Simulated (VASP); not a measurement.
# Cu (Fm-3m) in VASP: further runs, part 2 of 2

VASP 6.6.1. The steps go on from the part before.

### Step 5. Single point, LDA

Input file INCAR:

```
  ALGO = Normal
  EDIFF = 1E-6
  ENCUT = 520
  ISIF = 2
  ISMEAR = -1
  LASPH = T
  LCHARG = T
  LELF = T
  LREAL = F
  LVHAR = T
  LWAVE = F
  NBANDS = 12
  NELM = 60
  PREC = Accurate
  SIGMA = 0.1
```

Input file KPOINTS:

```
k-points
0
Gamma
  22 22 22
```

Input file POSCAR:

```
Cu
1.0
    0.0000000000      1.7588202533      1.7588202533
    1.7588202533      0.0000000000      1.7588202533
    1.7588202533      1.7588202533      0.0000000000
Cu
1
Direct
    0.0000000000      0.0000000000      0.0000000000
```

Potentials or basis: VASP PAW LDA potentials, release 64 (Cu).

Command:

```
> cat potpaw_LDA.64/Cu/POTCAR > POTCAR
> mpirun -np 1 vasp_std > vasp.out
```

OUTCAR:

```text
EDIFF = 1E-6
   ENCUT = 520
   ISIF = 2
   ISMEAR = -1
   LASPH = T
   LREAL = F
   NELM = 60
   PREC = Accurate

 ion  position               nearest neighbor table
   1  0.000  0.000  0.000-

  LATTYP: Found a face centered cubic cell.
 ALAT       =     3.5176405066

  Lattice vectors:

 A1 = (   0.0000000000,   1.7588202533,   1.7588202533)
 A2 = (   1.7588202533,   0.0000000000,   1.7588202533)
 A3 = (   1.7588202533,   1.7588202533,   0.0000000000)

Analysis of symmetry for initial positions (statically):
=====================================================================
 Subroutine PRICEL returns:
 Original cell was already a primitive cell.

 Routine SETGRP: Setting up the symmetry group for a
 face centered cubic supercell.

 Subroutine GETGRP returns: Found 48 space group operations
 (whereof 48 operations were pure point group operations)
 out of a pool of 48 trial point group operations.

The static configuration has the point symmetry O_h .

Analysis of symmetry for dynamics (positions and initial velocities):
=====================================================================
 Subroutine PRICEL returns:
 Original cell was already a primitive cell.

 Routine SETGRP: Setting up the symmetry group for a
 face centered cubic supercell.

 Subroutine GETGRP returns: Found 48 space group operations
 (whereof 48 operations were pure point group operations)
 out of a pool of 48 trial point group operations.

The dynamic configuration has the point symmetry O_h .

 Subroutine INISYM returns: Found 48 space group operations
 (whereof 48 operations are pure point group operations),
 and found     1 'primitive' translations

----------------------------------------------------------------------------------------

                                     Primitive cell

  volume of cell :      10.8816

  direct lattice vectors                    reciprocal lattice vectors
     0.000000000  1.758820253  1.758820253    -0.284281466  0.284281466  0.284281466
     1.758820253  0.000000000  1.758820253     0.284281466 -0.284281466  0.284281466
     1.758820253  1.758820253  0.000000000     0.284281466  0.284281466 -0.284281466

  length of vectors
     2.487347456  2.487347456  2.487347456     0.492389943  0.492389943  0.492389943

  position of ions in fractional coordinates (direct lattice)
     0.000000000  0.000000000  0.000000000

  ion indices of the primitive-cell ions
   primitive index   ion index
                 1           1

----------------------------------------------------------------------------------------

 KPOINTS: k-points

Automatic generation of k-mesh.
 Grid dimensions read from file:
 generate k-points for:   22   22   22

 Generating k-lattice:

  Cartesian coordinates                     Fractional coordinates (reciprocal lattice)
    -0.012921885  0.012921885  0.012921885     0.045454545  0.000000000  0.000000000
     0.012921885 -0.012921885  0.012921885     0.000000000  0.045454545  0.000000000
     0.012921885  0.012921885 -0.012921885     0.000000000  0.000000000  0.045454545

  Length of vectors
     0.022381361  0.022381361  0.022381361

  Shift w.r.t. Gamma in fractional coordinates (k-lattice)
     0.000000000  0.000000000  0.000000000

 Subroutine IBZKPT returns following result:
 ===========================================

 Found    328 irreducible k-points:

 Following reciprocal coordinates:
            Coordinates               Weight
  0.000000  0.000000  0.000000      1.000000
  0.045455  0.000000  0.000000      8.000000
  0.090909  0.000000  0.000000      8.000000
  0.136364  0.000000  0.000000      8.000000
  0.181818  0.000000  0.000000      8.000000
  0.227273  0.000000  0.000000      8.000000
[... 16 lines left out ...]
  0.500000  0.045455  0.000000     24.000000
 -0.454545  0.045455  0.000000     24.000000
 [... further k-points ...]
   k-points           NKPTS =    328   k-points in BZ     NKDIM =    328   number of bands    NBANDS=     12
   number of dos      NEDOS =    301   number of ions     NIONS =      1
   total plane-waves  NPLWV =   5832
   dimension x,y,z NGX =    18 NGY =   18 NGZ =   18
   dimension x,y,z NGXF=    36 NGYF=   36 NGZF=   36
   ions per type =               1
   NGX,Y,Z   is equivalent  to a cutoff of  12.03, 12.03, 12.03 a.u.
   NGXF,Y,Z  is equivalent  to a cutoff of  24.06, 24.06, 24.06 a.u.
 SYSTEM =  unknown system
   PREC   = accura    normal or accurate (medium, high low for compatibility)
   ISTART =      0    job   : 0-new  1-cont  2-samecut
   ICHARG =      2    charge: 1-file 2-atom 10-const
   ISPIN  =      1    spin polarized calculation?
   LNONCOLLINEAR =      F non collinear calculations
   LSORBIT =      F    spin-orbit coupling
   LASPH  =      T    aspherical Exc in radial PAW
   ENCUT  =  520.0 eV  38.22 Ry    6.18 a.u.   4.62  4.62  4.62*2*pi/ulx,y,z
   NELM   =     60;   NELMIN=  2; NELMDL= -5     # of ELM steps
   EDIFF  = 0.1E-05   stopping-criterion for ELM
   LREAL  =      F    real-space projection
   EDIFFG = 0.1E-04   stopping-criterion for IOM
   NSW    =      0    number of steps for IOM
   IBRION =     -1    ionic relax: 0-MD 1-quasi-New 2-CG
   NFREE  =      0    steps in history (QN), initial steepest desc. (CG)
   ISIF   =      2    stress and relaxation
   ISYM   =      2    0-nonsym 1-usesym 2-fastsym
   POTIM  = 0.5000    time-step for ionic-motion
   TEBEG  =    0.0;   TEEND  =   0.0 temperature during run
   PSTRESS=    0.0 pullay stress
   NELECT =      11.0000    total number of electrons
   NUPDOWN=      -1.0000    fix difference up-down
   EMIN   =  10.00;   EMAX   =-10.00  energy-range for DOS
   EFERMI =   0.00;   METHOD = LEGACY
   ISMEAR =    -1;   SIGMA  =   0.10  broadening in eV -4-tet -1-fermi 0-gaus
   EFERMI_NEDOS =   21; number of points for ismear=-14 and -15
   IALGO  =     38    algorithm
   IMIX   =      4    mixing-type and parameters
     AMIX     =   0.40;   BMIX     =  1.00
     AMIX_MAG =   1.60;   BMIX_MAG =  1.00
  volume/ion in A,a.u.               =      10.88        73.43
  Fermi-wavevector in a.u.,A,eV,Ry     =   1.643013  3.104844 36.728804  2.699491
  Thomas-Fermi vector in A             =   2.733219
   LORBIT       =      0    0 simple, 1 ext, 2 COOP (PROOUT), +10 PAW based schemes
   GGA     = CA    functional components
   LHFCALC =     F    Hartree Fock is set to
   AEXX    =    0.0000 exact exchange contribution
   IVDW    =     0    specifies the selected vdW correction
   LEPSILON=     F    determine dielectric tensor
   LRPA    =     F    only Hartree local field effects (RPA)
 non-spin polarized calculation
  energy-cutoff  :      520.00
  volume of cell :       10.88
 maximum number of plane-waves:       305
   NGX =  9   NGY =  9   NGZ =  9

 number of electron      10.9999994 magnetization

 Free energy of the ion-electron system (eV)
  ---------------------------------------------------
  ext. energy  EPLUGINS =         0.00000000
  ---------------------------------------------------
  free energy    TOTEN  =        -4.71276651 eV

  energy without entropy =       -4.70411313  energy(sigma->0) =       -4.70843982

 E-fermi :   8.4259     XC(G=0): -13.5883

 val. band max:        8.4206987790   @ k =   0.5000   0.3182   0.1364
 cond. band min:       8.4714730450   @ k =   0.4545   0.3182   0.0000
 fundamental gap:      0.0507742661
 Fermi energy:         8.4259126902

 k-point     1 :       0.0000    0.0000    0.0000
  band No.  band energies     occupation
      1      -1.5785      2.00000
      2       5.0728      2.00000
      3       5.0728      2.00000
      4       5.0728      2.00000
      5       6.0235      2.00000
      6       6.0235      2.00000
      7      31.7370      0.00000
      8      34.8623      0.00000
      9      34.8623      0.00000
     10      34.8623      0.00000
     11      37.4812      0.00000
     12      37.4812      0.00000

 k-point     2 :       0.0455    0.0000    0.0000
  band No.  band energies     occupation
      1      -1.4985      2.00000
      2       5.0542      2.00000
      3       5.0893      2.00000
      4       5.0893      2.00000
      5       6.0167      2.00000
      6       6.0167      2.00000
      7      31.3961      0.00000
      8      33.6785      0.00000
      9      34.6045      0.00000
     10      34.6045      0.00000
     11      37.8458      0.00000
     12      37.8458      0.00000
[... 316 lines left out ...]
 k-point    24 :      -0.4545    0.0455    0.0000
  band No.  band energies     occupation
      1       2.8351      2.00000
      2       5.0170      2.00000
      3       5.0686      2.00000
      4       6.2735      2.00000
      5       6.6347      2.00000
      6       7.4821      1.99984
      7      12.8456      0.00000
      8      29.4925      0.00000
      9      30.9720      0.00000
     10      31.3866      0.00000
     11      35.1166      0.00000
     12      35.8801      0.00000

 [... further k-points ...]
[... 5 lines left out ...]
  --------------------------------------------------------------------------------------
  -------------------------------------------------------------------------------------
  Total        0.0677635      0.0677635      0.0677635      0.0000000     -0.0000000      0.0000000
  in kB        9.9772717      9.9772717      9.9772717      0.0000000     -0.0000000      0.0000000
  external PRESSURE =       9.9772717 kB  Pullay stress =       0.0000000 kB

 VOLUME and BASIS-vectors are now :
 -----------------------------------------------------------------------------
  energy-cutoff  :      520.00
  volume of cell :       10.88
      direct lattice vectors                 reciprocal lattice vectors
     0.000000000  1.758820253  1.758820253    -0.284281466  0.284281466  0.284281466
     1.758820253  0.000000000  1.758820253     0.284281466 -0.284281466  0.284281466
     1.758820253  1.758820253  0.000000000     0.284281466  0.284281466 -0.284281466

 POSITION                                       TOTAL-FORCE (eV/Angst)
 -----------------------------------------------------------------------------------
      0.00000      0.00000      0.00000         0.000000      0.000000      0.000000
 -----------------------------------------------------------------------------------
    total drift:                                0.000000     -0.000000     -0.000000

  FREE ENERGIE OF THE ION-ELECTRON SYSTEM (eV)
  ---------------------------------------------------
  free  energy   TOTEN  =        -4.7127665145 eV

  energy  without entropy=       -4.7041131344  energy(sigma->0) =       -4.70843982
```

OSZICAR:

```text
N       E                     dE             d eps       ncg     rms          rms(c)
DAV:   1     0.409813168180E+02    0.40981E+02   -0.53524E+03  8904   0.160E+03
DAV:   2    -0.443845924972E+01   -0.45420E+02   -0.41624E+02  8096   0.206E+02
DAV:   3    -0.572507838740E+01   -0.12866E+01   -0.12769E+01  9288   0.398E+01
DAV:   4    -0.573286166306E+01   -0.77833E-02   -0.77822E-02  8856   0.272E+00
DAV:   5    -0.573293273496E+01   -0.71072E-04   -0.71071E-04  9416   0.263E-01    0.806E+00
DAV:   6    -0.508734311914E+01    0.64559E+00   -0.14842E+01  9392   0.765E+01    0.373E+00
DAV:   7    -0.473068918207E+01    0.35665E+00   -0.22244E+00  9392   0.296E+01    0.640E-01
DAV:   8    -0.471429864749E+01    0.16391E-01   -0.61417E-03  9672   0.101E+00    0.283E-01
DAV:   9    -0.471275292133E+01    0.15457E-02   -0.70830E-03  9856   0.147E+00    0.139E-02
DAV:  10    -0.471276453178E+01   -0.11610E-04   -0.23962E-05  9136   0.678E-02    0.477E-03
DAV:  11    -0.471276651108E+01   -0.19793E-05   -0.56081E-07  6800   0.107E-02    0.456E-04
DAV:  12    -0.471276651449E+01   -0.34102E-08   -0.61759E-08  4604   0.289E-03
   1 F= -.47127665E+01 E0= -.47084398E+01  d E =-.865338E-02
```

Run time: 23 s. Hardware: 1 thread of Intel Xeon 6975P-C, shared host; peak memory 0.15 GiB.

What came out:

- Free energy: -4.7128 eV
- Pressure: 1.0 GPa

Levels at points of the mesh, in eV from the Fermi level:
| k point | band 3 | band 4 | band 5 | band 6 | band 7 | band 8 | band 9 | band 10 |
| --- | --- | --- | --- | --- | --- | --- | --- | --- |
| (0.00, 0.00, 0.00) | -3.35 | -3.35 | -2.40 | -2.40 | 23.31 | 26.44 | 26.44 | 26.44 |
| (0.50, 0.00, 0.00) | -3.39 | -1.76 | -1.76 | -1.24 | 4.14 | 21.79 | 23.20 | 23.20 |
| (0.50, 0.50, 0.00) | -1.77 | -1.60 | -1.60 | 1.41 | 7.69 | 13.63 | 13.63 | 18.49 |

### Step 6. Single point, LDA

Input file INCAR:

```
  ALGO = Normal
  EDIFF = 1E-7
  ENCUT = 520
  ISIF = 2
  ISMEAR = -1
  LASPH = T
  LCHARG = F
  LREAL = F
  LWAVE = F
  NBANDS = 12
  NELM = 100
  PREC = Accurate
  SIGMA = 0.1
```

Input file KPOINTS:

```
k-points
0
Gamma
  25 25 25
```

POSCAR is that of step 5.

Potentials or basis: VASP PAW LDA potentials, release 64 (Cu).

Command:

```
> cat potpaw_LDA.64/Cu/POTCAR > POTCAR
> mpirun -np 1 vasp_std > vasp.out
```

It took 31 s on 1 thread of Intel Xeon 6975P-C, shared host; peak memory 0.16 GiB.

Results (log left out):

| Item | Value |
| --- | --- |
| Free energy | -4.7118 eV |
| Pressure | 1.0 GPa |

Levels at points of the mesh, in eV from the Fermi level:
```tsv
k point	band 4	band 5	band 6	band 7	band 8	band 9
(0.00, 0.00, 0.00)	-3.37	-2.42	-2.42	23.30	26.42	26.42
```

### Step 7. Relaxation of cell and atoms, LDA

This run uses another cell than the first one, of 11.81 Å³/atom, 1.085 times its volume.

Input file INCAR:

```
SYSTEM = Cu
PREC = Accurate
ENCUT = 700
EDIFF = 1E-7
ISMEAR = -1
SIGMA = 0.1
LREAL = .FALSE.
LASPH = .TRUE.
NELM = 120
ALGO = Normal
ISIF = 3
LWAVE = .FALSE.
LCHARG = .FALSE.
GGA = CA
IBRION = 2
NSW = 80
EDIFFG = -0.01
GGA_COMPAT = .FALSE.
NELMIN = 4
```

Input file KPOINTS:

```
regular mesh
0
G
  15 15 15
  0 0 0
```

Input file POSCAR:

```
Cu
1.0
    0.0000000000      1.8074800000      1.8074800000
    1.8074800000      0.0000000000      1.8074800000
    1.8074800000      1.8074800000      0.0000000000
Cu
1
Direct
    0.0000000000      0.0000000000      0.0000000000
```

Potentials or basis: VASP PAW LDA potentials, release 64 (Cu_sv_GW).

Command:

```
> cat potpaw_LDA.64/Cu_sv_GW/POTCAR > POTCAR
> mpirun -np 1 vasp_std > vasp.out
```

Run time: 61 s. Hardware: 1 thread of Intel Xeon Platinum 8488C (Sapphire Rapids), shared host; peak memory 0.18 GiB.

It converged, with:

```
Free energy                            : -4.8894 eV
Relaxed volume                         : 10.70 Å³/atom
Relaxed cell                           : a = 2.473 Å, b = 2.473 Å, c = 2.473 Å, α = 60.00°, β = 60.00°, γ = 60.00°
Space group after relaxing (to 0.05 Å) : Fm-3m (No. 225)
Energy gained by relaxing              : 64.7 meV/atom
Ionic steps                            : 4
Pressure after relaxing                : 0.1 GPa
```

The path:
| step | energy change (eV) | largest force (eV/Å) | pressure (GPa) | volume (Å³) |
| --- | --- | --- | --- | --- |
| 1 | 0.0000 | 0.0000 | -16.87 | 11.81 |
| 2 | -0.0039 | 0.0000 | 23.76 | 9.81 |
| 3 | -0.0647 | 0.0000 | -0.24 | 10.72 |
| 4 | -0.0647 | 0.0000 | 0.13 | 10.70 |

Final structure:
```
Cu
1.0
     0.00000    1.74871    1.74871
     1.74871    0.00000    1.74871
     1.74871    1.74871    0.00000
Cu
1
Cartesian
  0.0000 1.7487 1.7487
```

Levels at points of the mesh, in eV from the Fermi level:
```
           k point  band 7  band 8  band 9  band 10  band 11  band 12  band 13
(0.00, 0.00, 0.00)   -3.47   -3.47   -2.48    -2.48    23.39    26.63    26.63
```

### Step 8. The runs side by side

```csv
task,potentials or basis,cell,k mesh,cutoff (eV),smearing,second run,gap on the mesh (eV),pressure (GPa)
single point,"VASP PAW LDA potentials, release 64 (Cu)","a = 2.487 Å, angles 60.0°, 1 atom",15 × 15 × 15,520,methfessel-paxton 0.2 eV,-,none,0.7
single point,"VASP PAW LDA potentials, release 64 (Cu)","a = 2.487 Å, angles 60.0°, 1 atom",15 × 15 × 15,520,methfessel-paxton 0.6 eV,-,none,0.9
single point,"VASP PAW LDA potentials, release 64 (Cu)","a = 2.487 Å, angles 60.0°, 1 atom",16 × 16 × 16,520,fermi-dirac 0.1 eV,-,none,1.1
single point,"VASP PAW LDA potentials, release 64 (Cu)","a = 2.487 Å, angles 60.0°, 1 atom",22 × 22 × 22,520,fermi-dirac 0.1 eV,-,none,1.0
single point,"VASP PAW LDA potentials, release 64 (Cu)","a = 2.487 Å, angles 60.0°, 1 atom",25 × 25 × 25,520,fermi-dirac 0.1 eV,-,none,1.0
relaxation of cell and atoms,"VASP PAW LDA potentials, release 64 (Cu_sv_GW)","relaxed from a = 2.556 Å, angles 60.0°, 1 atom",15 × 15 × 15,700,fermi-dirac 0.1 eV,valence_matched,none,0.1
```

Alike in all rows: level LDA; no spin polarisation.

Absolute energies hang on the potentials; compare differences alone.
